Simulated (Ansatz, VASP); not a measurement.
# Two plane-wave programs on Br

File INCAR:

```
SYSTEM = Br
  PREC = Accurate
  ENCUT = 500
  EDIFF = 1E-6
  ISMEAR = 1
  SIGMA = 0.05
  LREAL = .False.
  LASPH = .True.
  NELM = 120
  ALGO = Normal
  ISIF = 2
  LWAVE = .False.
  LCHARG = .True.
  GGA = CA
  LELF = .True.
  LVHAR = .True.
  NBANDS = 18
  GGA_COMPAT = .False.
```

File KPOINTS:

```
regular mesh
0
Gamma
  3 3 3
  0 0 0
```

The input POSCAR:

```
Br
1.0
    4.5976403800      0.0000000000      0.0000000000
    0.0000000000      4.5976403800      0.0000000000
    0.0000000000      0.0000000000      4.5976403800
Br
3
Direct
    0.4999483222     -0.0015319707      0.0006836195
    0.0011936291      0.5004374870     -0.0005667708
   -0.0011419513      0.0010944837      0.4998831513
```

Input for Ansatz:

```yaml
crystal:
  lattice:
    - [4.59764038, 0.0, 0.0]
    - [0.0, 4.59764038, 0.0]
    - [0.0, 0.0, 4.59764038]
  atoms:
    - { symbol: Br, position: [0.4999483221977927, -0.0015319707133569877, 0.0006836194845091028] }
    - { symbol: Br, position: [0.0011936291080955703, 0.5004374870052414, -0.0005667707680195396] }
    - { symbol: Br, position: [-0.0011419513131369708, 0.0010944837089089724, 0.49988315128862815] }
basis:
  ecutwfc: 470.0
kpoints:
  mp_grid:
    grid: [3, 3, 3]
hamiltonian:
  xc: lda
scf:
  convergence:
    dr2_threshold: 1.0e-08
  occupations:
    method: methfessel_paxton
    width: 0.05
output:
  forces: true
```

Alike in both runs: task single point; functional LDA; k mesh 3 × 3 × 3; occupations methfessel-paxton of order 1, width 0.05 eV; no spin polarisation.

|  | VASP | Ansatz |
| --- | --- | --- |
| version | VASP 6.6.1 | Ansatz 0.2.0 |
| potentials or method | VASP PAW LDA potentials, release 64 (Br), cutoff 500 eV | plane waves, PAW |
| valence electrons in the cell | 21 | 21 |

```tsv
	VASP	Ansatz	Ansatz less VASP
rms of the force components (eV/Å)	0.007	0.007	-0.0001
```

LDA's correlation is that of Perdew and Zunger in VASP and of Perdew and Wang (1992) in Ansatz. Atom by atom the forces differ by 0.000 eV/Å (rms over components).

The k mesh is coarse, so the values compare programs but aren't converged.
